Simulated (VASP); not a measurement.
# Be3Pd2S (R-3m) in VASP: notebook

The runs below take Be3Pd2S through single point, with PBE.

All numbers are computed with VASP 6.6.1; they aren't measurements. Logs are shortened: lines on timing, memory, paths and dates and some standing lists are left out, and cuts for length are marked.

## (1) The cell of the first run

Symmetry: R-3m, No. 166, trigonal system. Conventional cell: a = 5.118 Å, b = 5.118 Å, c = 10.991 Å, α = 90.00°, β = 90.00°, γ = 120.00°. Within 2.7 Å of Be (site symmetry 2/m) lie 2 Pd at 2.05 Å and 4 Be at 2.56 Å and 2 S at 2.56 Å. Pd (site symmetry 3m) has 3 Be at 2.05 Å and 1 S at 2.24 Å within 2.7 Å. S (site symmetry -3m) has 2 Pd at 2.24 Å and 6 Be at 2.56 Å within 3.0 Å.

The cell was generated, and may not be a known phase.

## (2) Single point, PBE, collinear spin

File INCAR:

```
PREC = Accurate
ENCUT = 520
EDIFF = 1E-6
ISMEAR = 0
SIGMA = 0.1
LREAL = False
LASPH = True
NELM = 150
ALGO = Normal
ISIF = 2
LWAVE = False
LCHARG = True
ISPIN = 2
MAGMOM = 0 0 0 1 1 0
LORBIT = 11
LMAXMIX = 4
GGA = PE
LELF = True
LVHAR = True
NBANDS = 29
```

File KPOINTS:

```
regular mesh
0
Gamma
  6 6 6
```

File POSCAR:

```
Be3Pd2S
1.0
    2.5588637600      1.4773606800      3.6637748500
   -2.5588637600      1.4773606800      3.6637748500
    0.0000000000     -2.9547213600      3.6637748500
Be Pd S
3 2 1
Direct
    0.5000000000      0.5000000000      0.0000000000
    0.0000000000      0.5000000000      0.5000000000
    0.5000000000      0.0000000000      0.5000000000
    0.2035507600      0.2035507600      0.2035507600
    0.7964492400      0.7964492400      0.7964492400
    0.0000000000      0.0000000000      0.0000000000
```

Potentials or basis: VASP PAW PBE potentials, release 64 (Be, Pd, S).

Command:

```bash
$ cat potpaw_PBE.64/Be/POTCAR potpaw_PBE.64/Pd/POTCAR potpaw_PBE.64/S/POTCAR > POTCAR
$ mpirun -np 1 vasp_std > vasp.out
```

OUTCAR:

```text
PREC = Accurate
   ENCUT = 520
   EDIFF = 1E-6
   ISMEAR = 0
   LREAL = False
   LASPH = True
   NELM = 150
   ISIF = 2
   ISPIN = 2
   LORBIT = 11
   GGA = PE

 ion  position               nearest neighbor table
   1  0.500  0.500  0.000-   4 2.05   5 2.05   6 2.56   6 2.56
   2  0.000  0.500  0.500-   4 2.05   5 2.05   6 2.56   6 2.56
   3  0.500  0.000  0.500-   4 2.05   5 2.05   6 2.56   6 2.56
   4  0.204  0.204  0.204-   1 2.05   2 2.05   3 2.05   6 2.24   5 3.06   5 3.06   5 3.06
   5  0.796  0.796  0.796-   1 2.05   2 2.05   3 2.05   6 2.24   4 3.06   4 3.06   4 3.06
   6  0.000  0.000  0.000-   4 2.24   5 2.24   2 2.56   3 2.56   2 2.56   3 2.56   1 2.56   1 2.56

  LATTYP: Found a trigonal (rhomboedric) cell.
 ALAT       =     4.7067636941
 COS(alpha) =     0.4088747193

  Lattice vectors:

 A1 = (   2.5588637600,   1.4773606800,   3.6637748500)
 A2 = (  -2.5588637600,   1.4773606800,   3.6637748500)
 A3 = (   0.0000000000,  -2.9547213600,   3.6637748500)

Analysis of symmetry for initial positions (statically):
=====================================================================
 Subroutine PRICEL returns:
 Original cell was already a primitive cell.

 Routine SETGRP: Setting up the symmetry group for a
 trigonal (rhombohedral) supercell.

 Subroutine GETGRP returns: Found 12 space group operations
 (whereof 12 operations were pure point group operations)
 out of a pool of 12 trial point group operations.

The static configuration has the point symmetry D_3d.

Analysis of symmetry for dynamics (positions and initial velocities):
=====================================================================
 Subroutine PRICEL returns:
 Original cell was already a primitive cell.

 Routine SETGRP: Setting up the symmetry group for a
 trigonal (rhombohedral) supercell.

 Subroutine GETGRP returns: Found 12 space group operations
 (whereof 12 operations were pure point group operations)
 out of a pool of 12 trial point group operations.

The dynamic configuration has the point symmetry D_3d.

Analysis of structural, dynamic, and magnetic symmetry:
=====================================================================
 Subroutine PRICEL returns:
 Original cell was already a primitive cell.

 Routine SETGRP: Setting up the symmetry group for a
 trigonal (rhombohedral) supercell.

 Subroutine GETGRP returns: Found 12 space group operations
 (whereof 12 operations were pure point group operations)
 out of a pool of 12 trial point group operations.

The overall configuration has the point symmetry D_3d.

 Subroutine INISYM returns: Found 12 space group operations
 (whereof 12 operations are pure point group operations),
 and found     1 'primitive' translations

----------------------------------------------------------------------------------------

                                     Primitive cell

  volume of cell :      83.1024

  direct lattice vectors                    reciprocal lattice vectors
     2.558863760  1.477360680  3.663774850     0.195399227  0.112813796  0.090980845
    -2.558863760  1.477360680  3.663774850    -0.195399227  0.112813796  0.090980845
     0.000000000 -2.954721360  3.663774850     0.000000000 -0.225627592  0.090980845

  length of vectors
     4.706763694  4.706763694  4.706763694     0.243280342  0.243280342  0.243280342

  position of ions in fractional coordinates (direct lattice)
     0.500000000  0.500000000  0.000000000
     0.000000000  0.500000000  0.500000000
     0.500000000  0.000000000  0.500000000
     0.203550760  0.203550760  0.203550760
     0.796449240  0.796449240  0.796449240
     0.000000000  0.000000000  0.000000000

  ion indices of the primitive-cell ions
   primitive index   ion index
                 1           1
                 2           2
                 3           3
                 4           4
                 5           5
                 6           6

----------------------------------------------------------------------------------------

 KPOINTS: regular mesh

Automatic generation of k-mesh.
 Grid dimensions read from file:
 generate k-points for:    6    6    6

 Generating k-lattice:

  Cartesian coordinates                     Fractional coordinates (reciprocal lattice)
     0.032566538  0.018802299  0.015163474     0.166666667  0.000000000  0.000000000
    -0.032566538  0.018802299  0.015163474     0.000000000  0.166666667  0.000000000
     0.000000000 -0.037604599  0.015163474     0.000000000  0.000000000  0.166666667

  Length of vectors
     0.040546724  0.040546724  0.040546724

  Shift w.r.t. Gamma in fractional coordinates (k-lattice)
     0.000000000  0.000000000  0.000000000

 Subroutine IBZKPT returns following result:
 ===========================================

 Found     32 irreducible k-points:

 Following reciprocal coordinates:
            Coordinates               Weight
  0.000000  0.000000  0.000000      1.000000
  0.166667  0.000000  0.000000      6.000000
  0.333333  0.000000  0.000000      6.000000
  0.500000  0.000000  0.000000      3.000000
  0.166667  0.166667  0.000000      6.000000
  0.333333  0.166667  0.000000     12.000000
[... 16 lines left out ...]
  0.500000  0.500000  0.166667      6.000000
 -0.333333  0.500000  0.166667     12.000000
 [... further k-points ...]
   k-points           NKPTS =     32   k-points in BZ     NKDIM =     32   number of bands    NBANDS=     29
   number of dos      NEDOS =    301   number of ions     NIONS =      6
   total plane-waves  NPLWV =  46656
   dimension x,y,z NGX =    36 NGY =   36 NGZ =   36
   dimension x,y,z NGXF=    72 NGYF=   72 NGZF=   72
   ions per type =               3   2   1
   NGX,Y,Z   is equivalent  to a cutoff of  12.72, 12.72, 12.72 a.u.
   NGXF,Y,Z  is equivalent  to a cutoff of  25.43, 25.43, 25.43 a.u.
 SYSTEM =  unknown system
   PREC   = accura    normal or accurate (medium, high low for compatibility)
   ISTART =      0    job   : 0-new  1-cont  2-samecut
   ICHARG =      2    charge: 1-file 2-atom 10-const
   ISPIN  =      2    spin polarized calculation?
   LNONCOLLINEAR =      F non collinear calculations
   LSORBIT =      F    spin-orbit coupling
   LASPH  =      T    aspherical Exc in radial PAW
   ENCUT  =  520.0 eV  38.22 Ry    6.18 a.u.   8.75  8.75  8.75*2*pi/ulx,y,z
   NELM   =    150;   NELMIN=  2; NELMDL= -5     # of ELM steps
   EDIFF  = 0.1E-05   stopping-criterion for ELM
   LREAL  =      F    real-space projection
[... 7 lines left out ...]
   TEBEG  =    0.0;   TEEND  =   0.0 temperature during run
   PSTRESS=    0.0 pullay stress
   NELECT =      32.0000    total number of electrons
   NUPDOWN=      -1.0000    fix difference up-down
   EMIN   =  10.00;   EMAX   =-10.00  energy-range for DOS
   EFERMI =   0.00;   METHOD = LEGACY
   ISMEAR =     0;   SIGMA  =   0.10  broadening in eV -4-tet -1-fermi 0-gaus
   EFERMI_NEDOS =   21; number of points for ismear=-14 and -15
   IALGO  =     38    algorithm
   IMIX   =      4    mixing-type and parameters
     AMIX     =   0.40;   BMIX     =  1.00
     AMIX_MAG =   1.60;   BMIX_MAG =  1.00
  volume/ion in A,a.u.               =      13.85        93.47
  Fermi-wavevector in a.u.,A,eV,Ry     =   1.191023  2.250708 19.300360  1.418536
  Thomas-Fermi vector in A             =   2.327094
   LORBIT       =     11    0 simple, 1 ext, 2 COOP (PROOUT), +10 PAW based schemes
   GGA     = PE    functional components
   LHFCALC =     F    Hartree Fock is set to
   AEXX    =    0.0000 exact exchange contribution
   IVDW    =     0    specifies the selected vdW correction
   LEPSILON=     F    determine dielectric tensor
   LRPA    =     F    only Hartree local field effects (RPA)
 spin polarized calculation
 Gauss-broadening in eV      SIGMA  =   0.10
  energy-cutoff  :      520.00
  volume of cell :       83.10
 maximum number of plane-waves:      2264
   NGX = 17   NGY = 17   NGZ = 17

 number of electron      32.0000002 magnetization      -0.0000179

 number of electron      32.0000002 magnetization       0.0000446

 Free energy of the ion-electron system (eV)
  ---------------------------------------------------
  ext. energy  EPLUGINS =         0.00000000
  ---------------------------------------------------
  free energy    TOTEN  =       -24.44465527 eV

  energy without entropy =      -24.44044180  energy(sigma->0) =      -24.44254854

 E-fermi :   6.8597     XC(G=0): -10.6388

 val. band max:        6.7566100667   @ k =  -0.3333  -0.3333   0.1667
 cond. band min:       6.8752085419   @ k =  -0.3333   0.3333   0.0000
 fundamental gap:      0.1185984751
 Fermi energy:         6.8597139666

 spin component 1

 k-point     1 :       0.0000    0.0000    0.0000
  band No.  band energies     occupation
      1      -7.5790      1.00000
      2      -0.0107      1.00000
      3       0.1657      1.00000
      4       0.1657      1.00000
      5       1.4464      1.00000
      6       2.3282      1.00000
[... 733 lines left out ...]
     27      16.2542      0.00000
     28      17.2547      0.00000

 [... further k-points ...]

 spin component 2

 k-point     1 :       0.0000    0.0000    0.0000
  band No.  band energies     occupation
      1      -7.5790      1.00000
      2      -0.0107      1.00000
      3       0.1657      1.00000
      4       0.1657      1.00000
      5       1.4464      1.00000
      6       2.3281      1.00000
[... 733 lines left out ...]
     27      16.2542      0.00000
     28      17.2547      0.00000

 [... further k-points ...]

 [bands above 28 left out]

------------------------ aborting loop because EDIFF is reached ----------------------------------------

  FORCE on cell =-STRESS in cart. coord.  units (eV):
  Direction    XX          YY          ZZ          XY          YZ          ZX
  --------------------------------------------------------------------------------------
  -------------------------------------------------------------------------------------
  Total        4.3225852      4.3225852     16.9349949      0.0000000      0.0000000     -0.0000000
  in kB       83.3374907     83.3374906    326.4990520      0.0000000      0.0000000     -0.0000000
  external PRESSURE =     164.3913445 kB  Pullay stress =       0.0000000 kB

 VOLUME and BASIS-vectors are now :
 -----------------------------------------------------------------------------
  energy-cutoff  :      520.00
  volume of cell :       83.10
      direct lattice vectors                 reciprocal lattice vectors
     2.558863760  1.477360680  3.663774850     0.195399227  0.112813796  0.090980845
    -2.558863760  1.477360680  3.663774850    -0.195399227  0.112813796  0.090980845
     0.000000000 -2.954721360  3.663774850     0.000000000 -0.225627592  0.090980845

 POSITION                                       TOTAL-FORCE (eV/Angst)
 -----------------------------------------------------------------------------------
      0.00000      1.47736      3.66377        -0.000000      0.000000     -0.000000
     -1.27943     -0.73868      3.66377         0.000000     -0.000000     -0.000000
      1.27943     -0.73868      3.66377        -0.000000      0.000000     -0.000000
      0.00000      0.00000      2.23729        -0.000000      0.000000     -1.158967
      0.00000      0.00000      8.75403        -0.000000     -0.000000      1.158967
      0.00000      0.00000      0.00000        -0.000000     -0.000000     -0.000000
 -----------------------------------------------------------------------------------
    total drift:                               -0.000000      0.000000     -0.000000

  FREE ENERGIE OF THE ION-ELECTRON SYSTEM (eV)
  ---------------------------------------------------
  free  energy   TOTEN  =       -24.4446552747 eV

  energy  without entropy=      -24.4404418012  energy(sigma->0) =      -24.44254854

 total charge

# of ion       s       p       d       tot
------------------------------------------
    1        0.461   0.574   0.000   1.036
    2        0.461   0.574   0.000   1.036
    3        0.461   0.574   0.000   1.036
    4        0.698   0.560   8.705   9.962
    5        0.698   0.560   8.705   9.962
    6        1.371   2.343   0.000   3.714
--------------------------------------------------
tot          4.150   5.185  17.409  26.745

 magnetization (x)

# of ion       s       p       d       tot
------------------------------------------
    1       -0.000   0.000   0.000   0.000
    2       -0.000   0.000   0.000   0.000
    3       -0.000   0.000   0.000   0.000
    4        0.000  -0.000  -0.000  -0.000
    5        0.000  -0.000  -0.000  -0.000
    6       -0.000   0.000   0.000   0.000
--------------------------------------------------
tot         -0.000   0.000  -0.000  -0.000
```

Run time: 98 s. Hardware: 1 thread of AMD EPYC 9R45 (Zen 5), shared host; peak memory 0.28 GiB.

Results:

```yaml
Free_energy: -24.4447 eV
Pressure: 16.4 GPa
Largest_force: 1.159 eV/Å
Band_gap_on_the_k_mesh: zero (filled and empty bands overlap)
Net_moment: 0.00 μB per cell
Valence_electrons_inside_the_program's_atomic_spheres: Be 1.04; Pd 9.96; S 3.71
```

Forces in eV/Å, atoms in the order of the input:
```
Be   0.000  0.000  0.000
Be   0.000  0.000  0.000
Be   0.000  0.000  0.000
Pd   0.000  0.000 -1.159
Pd   0.000  0.000  1.159
S    0.000  0.000  0.000
```

Caveat: the stress differs along the axes, from 8 to 33 GPa; forces of over 1 eV/Å act on the atoms, so gaps and moduli don't describe the material at rest.

[end of part 1 of 2]

The gap in the log of VASP goes by the Fermi energy; the results here count the filled bands.